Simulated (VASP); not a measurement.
# W12C13 in VASP: notebook

Runs on W12C13. Level: PBE. Tasks: single point.

Everything below comes from runs of VASP 6.6.1. Logs are shortened: lines on timing, memory, paths and dates and some standing lists are left out, and cuts for length are marked.

**1. The cell of the first run**

The cell holds a slab with vacuum, 25 atoms: a = 5.693 Å, b = 5.693 Å, c = 18.989 Å, α = 90.00°, β = 90.00°, γ = 120.00°.

**2. Single point, PBE**

Input file INCAR:

```
SYSTEM = W12C13
PREC = Accurate ; ENCUT = 520
EDIFF = 1E-6 ; ISMEAR = 0
SIGMA = 0.15 ; LREAL = Auto
LASPH = .True. ; NELM = 80
ALGO = Normal ; ISIF = 2
LWAVE = .False. ; LCHARG = .False.
GGA = PE ; NBANDS = 128
```

Input file KPOINTS:

```
regular mesh
0
Gamma
  3 3 1
  0 0 0
```

Input file POSCAR:

```
W12C13
1.0
    5.6929600000      0.0000000000      0.0000000000
   -2.8464800000      4.9302480000      0.0000000000
    0.0000000000      0.0000000000     18.9885500000
W C
12 13
Direct
    0.0000000000      0.0000000000      0.0526633155
    0.0004822502     -0.0004892249      0.2041774648
    0.0019613733     -0.0019810362      0.3641546616
    0.0000000000      0.5000000000      0.0526633155
   -0.0002117797      0.4993610869      0.2030022303
    0.0016274642      0.4987454992      0.3548112942
    0.5000000000      0.0000000000      0.0526633155
    0.5006323075      0.0002050607      0.2030022830
    0.5012368375     -0.0016447448      0.3548119261
    0.5000000000      0.5000000000      0.0526633155
    0.5001739268      0.4998194817      0.2028027943
    0.4974537408      0.5025284732      0.3518579354
    0.3333333333      0.1666666667      0.1262714109
    0.3301422572      0.1640846465      0.2772577158
    0.3579677188      0.1915727160      0.4291409297
    0.3333333333      0.6666666667      0.1262714109
    0.3331389238      0.6668508359      0.2753431937
    0.3319876659      0.6679887097      0.4150513336
    0.8333333333      0.1666666667      0.1262714109
    0.8364994093      0.1634881247      0.2781341387
    0.8247630185      0.1752139040      0.4223169752
    0.8333333333      0.6666666667      0.1262714109
    0.8359036478      0.6698466284      0.2772579265
    0.8084036048      0.6420021873      0.4291401924
    0.6279285557      0.3720399055      0.4477839014
```

Potentials or basis: VASP PAW PBE potentials, release 64 (W_sv, C).

The run is started by

```bash
cat potpaw_PBE.64/W_sv/POTCAR potpaw_PBE.64/C/POTCAR > POTCAR
mpirun -np 1 vasp_std > vasp.out
```

OUTCAR:

```text
SYSTEM = W12C13
   PREC = Accurate
   ENCUT = 520
   EDIFF = 1E-6
   ISMEAR = 0
   LREAL = Auto
   LASPH = .True.
   NELM = 80
   ISIF = 2
   GGA = PE

 ion  position               nearest neighbor table
   1  0.000  0.000  0.053-  13 2.16  19 2.16  22 2.16   7 2.85   7 2.85   4 2.85   4 2.85  10 2.85
                            10 2.85   2 2.88
   2  0.000  1.000  0.204-  14 2.14  23 2.14  20 2.14  22 2.21  13 2.21  19 2.21   5 2.85   8 2.85
                            11 2.85  11 2.85   8 2.85   5 2.85   1 2.88   3 3.04
   3  0.002  0.998  0.364-  21 2.07  15 2.15  24 2.15  20 2.31  23 2.31  14 2.31   6 2.85   9 2.85
                            12 2.86  12 2.86   9 2.86   6 2.86   2 3.04
   4  0.000  0.500  0.053-  16 2.16  22 2.16  19 2.16  10 2.85  10 2.85   7 2.85   1 2.85   1 2.85
                             7 2.85   5 2.85
   5  1.000  0.499  0.203-  17 2.14  23 2.17  20 2.19  19 2.19  16 2.20  22 2.20   8 2.84   2 2.85
                            11 2.85  11 2.85   2 2.85   8 2.85   4 2.85   6 2.88
   6  0.002  0.499  0.355-  18 1.99  21 2.05  24 2.18  20 2.20  23 2.22  17 2.22  25 2.57  12 2.81
                             9 2.84   3 2.85   9 2.85   3 2.86  12 2.88   5 2.88
   7  0.500  0.000  0.053-  19 2.16  13 2.16  16 2.16   1 2.85   1 2.85   4 2.85  10 2.85  10 2.85
                             4 2.85   8 2.85
   8  0.501  0.000  0.203-  17 2.14  14 2.17  20 2.19  19 2.19  16 2.20  13 2.20   5 2.84   2 2.85
                            11 2.85  11 2.85   2 2.85   5 2.85   7 2.85   9 2.88
   9  0.501  0.998  0.355-  18 1.99  21 2.05  15 2.18  20 2.20  14 2.22  17 2.22  25 2.57  12 2.81
                             6 2.84   3 2.85   6 2.85   3 2.86  12 2.88   8 2.88
  10  0.500  0.500  0.053-  22 2.16  16 2.16  13 2.16   4 2.85   4 2.85   1 2.85   7 2.85   7 2.85
                             1 2.85  11 2.85
  11  0.500  0.500  0.203-  17 2.15  23 2.18  14 2.18  13 2.19  22 2.19  16 2.20  12 2.83   5 2.85
                             8 2.85   2 2.85   2 2.85   8 2.85   5 2.85  10 2.85
  12  0.497  0.503  0.352-  18 2.03  24 2.12  15 2.12  17 2.18  14 2.19  23 2.19  25 2.23   6 2.81
                             9 2.81  11 2.83   3 2.86   3 2.86   9 2.88   6 2.88
  13  0.333  0.167  0.126-   1 2.16   7 2.16  10 2.16  11 2.19   8 2.20   2 2.21
  14  0.330  0.164  0.277-   2 2.14   8 2.17  11 2.18  12 2.19   9 2.22   3 2.31
  15  0.358  0.192  0.429-  25 1.40  12 2.12   3 2.15   9 2.18
  16  0.333  0.667  0.126-   4 2.16  10 2.16   7 2.16  11 2.20   8 2.20   5 2.20
  17  0.333  0.667  0.275-   5 2.14   8 2.14  11 2.15  12 2.18   9 2.22   6 2.22
  18  0.332  0.668  0.415-   6 1.99   9 1.99  12 2.03
  19  0.833  0.167  0.126-   7 2.16   1 2.16   4 2.16   5 2.19   8 2.19   2 2.21
  20  0.836  0.163  0.278-   2 2.14   8 2.19   5 2.19   6 2.20   9 2.20   3 2.31
  21  0.825  0.175  0.422-  25 2.00   9 2.05   6 2.05   3 2.07
  22  0.833  0.667  0.126-  10 2.16   4 2.16   1 2.16  11 2.19   5 2.20   2 2.21
  23  0.836  0.670  0.277-   2 2.14   5 2.17  11 2.18  12 2.19   6 2.22   3 2.31
  24  0.808  0.642  0.429-  25 1.40  12 2.12   3 2.15   6 2.18
  25  0.628  0.372  0.448-  15 1.40  24 1.40  21 2.00  12 2.23   9 2.57   6 2.57

  LATTYP: Found a hexagonal cell.
 ALAT       =     5.6929600000
 C/A-ratio  =     3.3354441275

  Lattice vectors:

 A1 = (   5.6929600000,   0.0000000000,   0.0000000000)
 A2 = (  -2.8464800000,   4.9302480000,   0.0000000000)
 A3 = (   0.0000000000,   0.0000000000,  18.9885500000)

Analysis of symmetry for initial positions (statically):
=====================================================================
 Subroutine PRICEL returns:
 Original cell was already a primitive cell.

 Routine SETGRP: Setting up the symmetry group for a
 hexagonal supercell.

 Subroutine GETGRP returns: Found  1 space group operations
 (whereof  1 operations were pure point group operations)
 out of a pool of 24 trial point group operations.

The static configuration has the point symmetry C_1 .

Analysis of symmetry for dynamics (positions and initial velocities):
=====================================================================
 Subroutine PRICEL returns:
 Original cell was already a primitive cell.

 Routine SETGRP: Setting up the symmetry group for a
 hexagonal supercell.

 Subroutine GETGRP returns: Found  1 space group operations
 (whereof  1 operations were pure point group operations)
 out of a pool of 24 trial point group operations.

The dynamic configuration has the point symmetry C_1 .

 Subroutine INISYM returns: Found  1 space group operations
 (whereof  1 operations are pure point group operations),
 and found     1 'primitive' translations

----------------------------------------------------------------------------------------

                                     Primitive cell

  volume of cell :     532.9650

  direct lattice vectors                    reciprocal lattice vectors
[... 75 lines left out ...]
     0.000000000  0.000000000  0.052663316     0.000000000  0.000000000  1.000000000

  Length of vectors
     0.067609851  0.067609851  0.052663316

  Shift w.r.t. Gamma in fractional coordinates (k-lattice)
     0.000000000  0.000000000  0.000000000

 Subroutine IBZKPT returns following result:
 ===========================================

 Found      5 irreducible k-points:

 Following reciprocal coordinates:
            Coordinates               Weight
  0.000000  0.000000  0.000000      1.000000
  0.333333  0.000000  0.000000      2.000000
  0.000000  0.333333  0.000000      2.000000
 -0.333333  0.333333  0.000000      2.000000
  0.333333  0.333333  0.000000      2.000000
   k-points           NKPTS =      5   k-points in BZ     NKDIM =      5   number of bands    NBANDS=    128
   number of dos      NEDOS =    301   number of ions     NIONS =     25
   total plane-waves  NPLWV = 254016
   dimension x,y,z NGX =    42 NGY =   42 NGZ =  144
   dimension x,y,z NGXF=    84 NGYF=   84 NGZF=  288
   ions per type =              12  13
   NGX,Y,Z   is equivalent  to a cutoff of  12.26, 12.26, 12.61 a.u.
   NGXF,Y,Z  is equivalent  to a cutoff of  24.53, 24.53, 25.21 a.u.
 SYSTEM =  W12C13
   PREC   = accura    normal or accurate (medium, high low for compatibility)
   ISTART =      0    job   : 0-new  1-cont  2-samecut
   ICHARG =      2    charge: 1-file 2-atom 10-const
   ISPIN  =      1    spin polarized calculation?
   LNONCOLLINEAR =      F non collinear calculations
   LSORBIT =      F    spin-orbit coupling
   LASPH  =      T    aspherical Exc in radial PAW
   ENCUT  =  520.0 eV  38.22 Ry    6.18 a.u.  10.59 10.59 35.31*2*pi/ulx,y,z
   NELM   =     80;   NELMIN=  2; NELMDL= -5     # of ELM steps
   EDIFF  = 0.1E-05   stopping-criterion for ELM
   LREAL  =      T    real-space projection
   EDIFFG = 0.1E-04   stopping-criterion for IOM
   NSW    =      0    number of steps for IOM
   IBRION =     -1    ionic relax: 0-MD 1-quasi-New 2-CG
   NFREE  =      0    steps in history (QN), initial steepest desc. (CG)
   ISIF   =      2    stress and relaxation
   ISYM   =      2    0-nonsym 1-usesym 2-fastsym
   POTIM  = 0.5000    time-step for ionic-motion
   TEBEG  =    0.0;   TEEND  =   0.0 temperature during run
   PSTRESS=    0.0 pullay stress
   NELECT =     220.0000    total number of electrons
   NUPDOWN=      -1.0000    fix difference up-down
   EMIN   =  10.00;   EMAX   =-10.00  energy-range for DOS
   EFERMI =   0.00;   METHOD = LEGACY
   ISMEAR =     0;   SIGMA  =   0.15  broadening in eV -4-tet -1-fermi 0-gaus
   EFERMI_NEDOS =   21; number of points for ismear=-14 and -15
   IALGO  =     38    algorithm
   IMIX   =      4    mixing-type and parameters
     AMIX     =   0.40;   BMIX     =  1.00
     AMIX_MAG =   1.60;   BMIX_MAG =  1.00
  volume/ion in A,a.u.               =      21.32       143.87
  Fermi-wavevector in a.u.,A,eV,Ry     =   1.218941  2.303465 20.215783  1.485818
  Thomas-Fermi vector in A             =   2.354211
   LORBIT       =      0    0 simple, 1 ext, 2 COOP (PROOUT), +10 PAW based schemes
   GGA     = PE    functional components
   LHFCALC =     F    Hartree Fock is set to
   AEXX    =    0.0000 exact exchange contribution
   IVDW    =     0    specifies the selected vdW correction
   LEPSILON=     F    determine dielectric tensor
   LRPA    =     F    only Hartree local field effects (RPA)
 non-spin polarized calculation
 Gauss-broadening in eV      SIGMA  =   0.15
  energy-cutoff  :      520.00
  volume of cell :      532.97
 maximum number of plane-waves:     14382
 NGX is ok and might be reduce to    42
   NGX = 21   NGY = 21   NGZ = 71

 number of electron     220.0000020 magnetization

 Free energy of the ion-electron system (eV)
  ---------------------------------------------------
  ext. energy  EPLUGINS =         0.00000000
  ---------------------------------------------------
  free energy    TOTEN  =      -260.71989933 eV

  energy without entropy =     -260.65184752  energy(sigma->0) =     -260.68587342

 E-fermi :   2.4588     XC(G=0):  -7.5405

 val. band max:        2.4001179882   @ k =   0.0000   0.0000   0.0000
 cond. band min:       2.5895896950   @ k =   0.3333   0.0000   0.0000
 fundamental gap:      0.1894717067
 Fermi energy:         2.4588411829

 k-point     1 :       0.0000    0.0000    0.0000
  band No.  band energies     occupation
      1     -71.7453      2.00000
      2     -71.5366      2.00000
      3     -71.4616      2.00000
      4     -71.4611      2.00000
      5     -71.4583      2.00000
      6     -71.3821      2.00000
[... 614 lines left out ...]
    121       4.4902      0.00000
    122       4.6307      0.00000
 [bands above 122 left out]

------------------------ aborting loop because EDIFF is reached ----------------------------------------

  FORCE on cell =-STRESS in cart. coord.  units (eV):
  Direction    XX          YY          ZZ          XY          YZ          ZX
  --------------------------------------------------------------------------------------
  -------------------------------------------------------------------------------------
  Total       30.0059431     27.8516335     -1.8763713     -1.8641494      0.1414809     -0.2381797
  in kB       90.2026222     83.7264261     -5.6406696     -5.6039288      0.4253139     -0.7160058
  external PRESSURE =      56.0961262 kB  Pullay stress =       0.0000000 kB

 VOLUME and BASIS-vectors are now :
 -----------------------------------------------------------------------------
  energy-cutoff  :      520.00
  volume of cell :      532.97
      direct lattice vectors                 reciprocal lattice vectors
     5.692960000  0.000000000  0.000000000     0.175655546  0.101414777  0.000000000
    -2.846480000  4.930248000  0.000000000     0.000000000  0.202829553  0.000000000
     0.000000000  0.000000000 18.988550000     0.000000000  0.000000000  0.052663316

 POSITION                                       TOTAL-FORCE (eV/Angst)
 -----------------------------------------------------------------------------------
      0.00000      0.00000      1.00000         0.001588     -0.000948      0.543865
     -2.84234      4.92784      3.87703         0.002715     -0.001575     -0.009579
     -2.82968      4.92048      6.91477         0.022930     -0.013232     -0.031194
     -1.42324      2.46512      1.00000        -0.005612     -0.001051      0.385235
      4.27033      2.46197      3.85472        -0.000806     -0.000756     -0.009903
     -1.41040      2.45894      6.73735        -0.014959      0.001705     -0.030578
[... 17 lines left out ...]
      2.77476      3.16523      8.14875         0.001605      0.077043      0.016389
      2.51577      1.83425      8.50277        -0.010771      0.006142      0.057808
 -----------------------------------------------------------------------------------
    total drift:                                0.006165     -0.003819     -0.028933

  FREE ENERGIE OF THE ION-ELECTRON SYSTEM (eV)
  ---------------------------------------------------
  free  energy   TOTEN  =      -260.7198993294 eV

  energy  without entropy=     -260.6518475165  energy(sigma->0) =     -260.68587342
```

Wall time 11 min (1 thread of Intel Xeon 6975P-C (Granite Rapids), shared host); peak memory 0.65 GiB.

Results:

```
Free energy            : -260.7199 eV
Largest force          : 0.544 eV/Å
Band gap on the k mesh : zero (bands 110 and 111 overlap by 0.82 eV)
```

Forces on the atoms (eV/Å):
```
W    0.002 -0.001  0.544
W    0.003 -0.002 -0.010
W    0.023 -0.013 -0.031
W   -0.006 -0.001  0.385
W   -0.001 -0.001 -0.010
W   -0.015  0.002 -0.031
W   -0.002  0.005  0.385
W    0.000  0.001 -0.010
W   -0.009  0.012 -0.031
W    0.012 -0.007  0.350
W    0.003 -0.002 -0.017
W   -0.004  0.002 -0.055
C   -0.020 -0.070 -0.391
C   -0.005 -0.012 -0.011
C   -0.065 -0.039  0.016
C   -0.046  0.026 -0.468
C    0.004 -0.002 -0.009
C    0.013 -0.008  0.070
C    0.037 -0.021 -0.402
C    0.013 -0.008  0.001
C    0.015 -0.009  0.051
C    0.050  0.052 -0.391
C    0.008  0.011 -0.011
C    0.002  0.077  0.016
C   -0.011  0.006  0.058
```

Levels at points of the mesh, in eV from the Fermi level:
```tsv
k point	band 108	band 109	band 110	band 111	band 112	band 113
(0.00, 0.00, 0.00)	0.19	0.63	0.71	0.72	0.83	0.98
```

Caveat: the k points lie up to 0.42 Å⁻¹ apart, too coarse for converged energies and pressures of a metal; spin-orbit coupling is left out, which moves the levels of the heavy elements.

**3. Single point, PBE**

Input file INCAR:

```
SYSTEM = W12C13
  ALGO = Normal
  EDIFF = 1E-6
  ENCUT = 520
  GGA = PE
  ISIF = 2
  ISMEAR = 0
  LASPH = .True.
  LCHARG = .True.
  LELF = .True.
  LREAL = Auto
  LVHAR = .True.
  LWAVE = .False.
  NBANDS = 128
  NELM = 60
  PREC = Accurate
  SIGMA = 0.15
```

Input file KPOINTS:

```
k-points
0
Gamma
  3 3 1
  0 0 0
```

Input file POSCAR:

```
W12C13
1.0
    5.6929600000      0.0000000000      0.0000000000
   -2.8464800000      4.9302480000      0.0000000000
    0.0000000000      0.0000000000     18.9885500000
W C
12 13
Direct
    0.0000000000      0.0000000000      0.0526633155
    0.0009216998     -0.0009277424      0.2038768100
    0.0045365530     -0.0045510895      0.3616959167
    0.0000000000      0.5000000000      0.0526633155
   -0.0002940672      0.4987777491      0.2031228819
    0.0000590522      0.4945895217      0.3570784499
    0.5000000000      0.0000000000      0.0526633155
    0.5012164875      0.0002882208      0.2031228819
    0.5053963683     -0.0000726130      0.3570785552
    0.5000000000      0.5000000000      0.0526633155
    0.5001412268      0.4998531514      0.2022916442
    0.4980741308      0.5019118714      0.3495843021
    0.3333333333      0.1666666667      0.1262713583
    0.3314911605      0.1641862641      0.2768792772
    0.3556891580      0.1931860223      0.4294515906
    0.3333333333      0.6666666667      0.1262713583
    0.3332749935      0.6667161571      0.2759471366
    0.3308642737      0.6691190788      0.4160080680
    0.8333333333      0.1666666667      0.1262713583
    0.8365739687      0.1634159174      0.2780907968
    0.8378085768      0.1621731807      0.4199972088
    0.8333333333      0.6666666667      0.1262713583
    0.8358039918      0.6684992317      0.2768794352
    0.8067962979      0.6442905103      0.4294512219
    0.5838437272      0.4161360646      0.4531151668
```

Potentials or basis: VASP PAW PBE potentials, release 64 (W_sv, C).

The run is started by

```bash
cat potpaw_PBE.64/W_sv/POTCAR potpaw_PBE.64/C/POTCAR > POTCAR
mpirun -np 1 vasp_std > vasp.out
```

It took 11 min on 1 thread of Intel Xeon 6975P-C (Granite Rapids), shared host; peak memory 0.66 GiB.

The run converged. Its results:

| Quantity | Value |
| --- | --- |
| Free energy | -261.0267 eV |
| Largest force | 0.474 eV/Å |
| Band gap on the k mesh | zero (bands 110 and 111 overlap by 0.76 eV) |

Forces on the atoms (eV/Å):
```
W    0.030 -0.018  0.472
W    0.009 -0.005 -0.010
W    0.052 -0.030 -0.058
W    0.000 -0.025  0.389
W    0.005 -0.003 -0.005
W   -0.016 -0.013  0.009
W    0.021  0.013  0.389
W    0.005 -0.003 -0.005
W    0.003  0.021  0.009
W    0.009 -0.005  0.282
W    0.008 -0.005 -0.016
W   -0.001  0.001 -0.098
C    0.000 -0.101 -0.399
C    0.006 -0.017 -0.015
C   -0.046 -0.071  0.023
C   -0.088  0.050 -0.451
C    0.011 -0.007 -0.004
C    0.003 -0.002  0.077
C   -0.002  0.001 -0.382
C    0.017 -0.010  0.010
C    0.138 -0.080  0.026
C    0.087  0.051 -0.399
C    0.018  0.003 -0.015
C    0.038  0.076  0.022
C   -0.308  0.178  0.151
```

Levels at points of the mesh, in eV from the Fermi level:
| k point | band 107 | band 108 | band 109 | band 110 | band 111 | band 112 | band 113 | band 114 |
| --- | --- | --- | --- | --- | --- | --- | --- | --- |
| (0.00, 0.00, 0.00) | -0.11 | 0.11 | 0.65 | 0.68 | 0.68 | 0.86 | 0.93 | 1.09 |

Caveat: the k points lie up to 0.42 Å⁻¹ apart, too coarse for converged energies and pressures of a metal; spin-orbit coupling is left out, which moves the levels of the heavy elements.

(Part 1 of 2 ends here.)
